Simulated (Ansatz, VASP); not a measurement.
Au: VASP beside Ansatz

```
CELL_PARAMETERS angstrom
-1.74013 1.74013 1.65727
1.74013 -1.74013 1.65727
1.74013 1.74013 -1.65727
ATOMIC_POSITIONS crystal
Au 0.00000 0.00000 0.00000
```

Change from the starting cell: strain +0.050 along x and y, +0.000 along z, atoms carried along.

Alike in both runs: task single point; functional r2SCAN; k mesh 20 × 20 × 20; occupations gaussian, width 0.15 eV; no spin polarisation.

|  | VASP | Ansatz |
| --- | --- | --- |
| version | VASP 6.6.1 | Ansatz 0.2.0 |
| potentials or method | VASP PAW PBE potentials, release 64 (Au), cutoff 520 eV | scalar-relativistic, plane waves, PAW |
| valence electrons in the cell | 11 | 19 |

```tsv
	VASP	Ansatz	Ansatz less VASP
gap on the k mesh at the Fermi level (eV)	none	none	-
pressure (GPa)	-13.2	-13.3	-0.09
traceless stress, the component that is largest in VASP (GPa)	-0.36	-0.36	+0.003
```

VASP's potentials were made for PBE, not for r2SCAN. A gap of «none» marks a metal or a gap that the smearing closes. VASP's potentials hold 11 valence electrons a cell and Ansatz's 19, so a difference there can come from the potentials and not from the codes.

Neither program's run includes spin-orbit coupling.
